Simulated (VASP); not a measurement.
Here is a VASP 6.6.1 calculation.

File INCAR:

```
  PREC = Accurate
  ENCUT = 520
  EDIFF = 1E-7
  ISMEAR = 0
  SIGMA = 0.1
  LREAL = F
  LASPH = T
  NELM = 100
  ALGO = Normal
  ISIF = 2
  LWAVE = F
  LCHARG = T
  LDIPOL = T
  IDIPOL = 3
  DIPOL = 0.5 0.5 0.362
  GGA = PE
  LELF = T
  LVHAR = T
  LVACPOTAV = T
  NBANDS = 34
```

Contents of KPOINTS:

```
Automatic mesh
0
Gamma
  8 8 1
```

POSCAR

```
Si4W2Cl
1.0
    3.2292919632      0.0000000000      0.0000000000
    0.0000000000      3.2292919632      0.0000000000
    0.0000000000      0.0000000000     21.9372962356
Si W Cl
4 2 1
Direct
    0.0000000000      0.0000000000      0.1823378760
    0.0000000000      0.0000000000      0.3009901015
    0.5000000000      0.5000000000      0.3590107492
    0.5000000000      0.5000000000      0.4757786066
    0.5000000000      0.5000000000      0.2416639887
    0.0000000000      0.0000000000      0.4178382292
    0.7500000000      0.8750000000      0.5570438205
```

Potentials or basis: VASP PAW PBE potentials, release 64 (Si, W_sv, Cl).

Launch:

```sh
$ cat potpaw_PBE.64/Si/POTCAR potpaw_PBE.64/W_sv/POTCAR potpaw_PBE.64/Cl/POTCAR > POTCAR
$ mpirun -np 1 vasp_std > vasp.out
```

Question: What does it give for the largest force?

Answer: 0.664 eV/Å.

Forces on the atoms (eV/Å):
```
Si  -0.023 -0.012  0.462
Si   0.028  0.010 -0.557
Si  -0.027  0.000 -0.459
Si   0.280  0.330  0.504
W    0.026  0.013  0.043
W    0.022  0.124  0.001
Cl  -0.305 -0.466  0.005
```

Caveat: an odd number of electrons without spin polarisation forces a metal; a magnetic or distorted state may lie lower.
